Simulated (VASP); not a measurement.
**Mg (a cell with a defect): single point with PBEsol**

Mg (a cell with a defect):

```xyz
35
Lattice="4.7831 -8.2846 0.0000 4.7831 8.2846 0.0000 0.0000 0.0000 10.2175" Properties=species:S:1:pos:R:3 pbc="T T T"
Mg    3.1887   -3.6820    6.3859
Mg    1.5989   -0.9339    1.2772
Mg    1.5958   -0.9179    6.3859
Mg    4.7738   -6.4330    1.2772
Mg    4.7861   -6.4436    6.3859
Mg    4.7786   -0.9339    1.2772
Mg    4.7817   -0.9179    6.3859
Mg    3.1887    1.8410    1.2772
Mg    3.1887    1.8410    6.3859
Mg    6.3636   -3.6792    1.2772
Mg    6.3790   -3.6846    6.3859
Mg    6.3868    1.8516    1.2772
Mg    6.3745    1.8409    6.3859
Mg    4.7969    4.6053    1.2772
Mg    4.7815    4.6000    6.3859
Mg    7.9718   -0.9205    1.2772
Mg    7.9718   -0.9205    6.3859
Mg    4.7651   -4.5922    3.8166
Mg    4.7651   -4.5922    8.9553
Mg    3.1887   -1.8617    3.8166
Mg    3.1887   -1.8617    8.9553
Mg    1.5910    0.9186    3.8359
Mg    1.5910    0.9186    8.9360
Mg    6.3695   -1.8456    3.8351
Mg    6.3695   -1.8456    8.9368
Mg    4.7864    0.9186    3.8359
Mg    4.7864    0.9186    8.9360
Mg    3.1887    3.6859    3.8359
Mg    3.1887    3.6859    8.9360
Mg    7.9718    0.9297    3.8351
Mg    7.9718    0.9297    8.9368
Mg    6.3954    3.6924    3.8166
Mg    6.3954    3.6924    8.9553
Mg    4.7911    6.4389    3.8351
Mg    4.7911    6.4389    8.9368
```

```
Program             : VASP 6.6.1
Task                : single point
Functional          : PBEsol
Potentials or basis : VASP PAW PBE potentials, release 64 (Mg)
Cutoff              : 520 eV
k mesh              : 3 × 3 × 3
Occupations         : gaussian, width 0.1 eV
Spin                : no spin polarisation
```

```json
{
  "Pressure": "-0.2 GPa",
  "Largest force": "0.008 eV/Å",
  "Band gap on the k mesh": "zero (band 35 reaches 2.90 eV, above the bottom of band 36 at 2.26 eV)"
}
```

Forces on the atoms (eV/Å):
```
Mg   0.000  0.000  0.000
Mg  -0.001  0.004  0.000
Mg   0.003  0.004  0.000
Mg   0.003 -0.002  0.000
Mg   0.005  0.000  0.000
Mg   0.001  0.004  0.000
Mg  -0.003  0.004  0.000
Mg   0.000  0.000  0.000
Mg   0.000  0.000  0.000
Mg   0.003 -0.001  0.000
Mg   0.002 -0.005  0.000
Mg  -0.003 -0.002  0.000
Mg  -0.005  0.000  0.000
Mg  -0.003 -0.001  0.000
Mg  -0.002 -0.005  0.000
Mg   0.000  0.000  0.000
Mg   0.000  0.000  0.000
Mg  -0.007  0.004 -0.002
Mg  -0.007  0.004  0.002
Mg   0.000 -0.008 -0.002
Mg   0.000 -0.008  0.002
Mg  -0.001 -0.001 -0.001
Mg  -0.001 -0.001  0.001
Mg   0.001  0.000  0.000
Mg   0.001  0.000  0.000
Mg   0.001 -0.001 -0.001
Mg   0.001 -0.001  0.001
Mg   0.000  0.001 -0.001
Mg   0.000  0.001  0.001
Mg   0.000 -0.001  0.000
Mg   0.000 -0.001  0.000
Mg   0.007  0.004 -0.002
Mg   0.007  0.004  0.002
Mg  -0.001  0.000  0.000
Mg  -0.001  0.000  0.000
```

Stress tensor (GPa, compression positive):
```
-0.16  0.00  0.00
 0.00 -0.16  0.00
 0.00  0.00 -0.25
```

Levels at points of the mesh, in eV from the Fermi level:
```tsv
k point	band 32	band 33	band 34	band 35	band 36	band 37	band 38	band 39
(0.00, 0.00, 0.00)	0.38	0.38	0.45	0.45	0.45	0.52	0.52	0.73
```

Run time: 9.6 min on 1 thread of Intel Xeon 6975P-C, on a shared host, peak memory 0.86 GiB.

Caveat: the PAW data sets were made with another functional, which shifts forces and pressure a little.
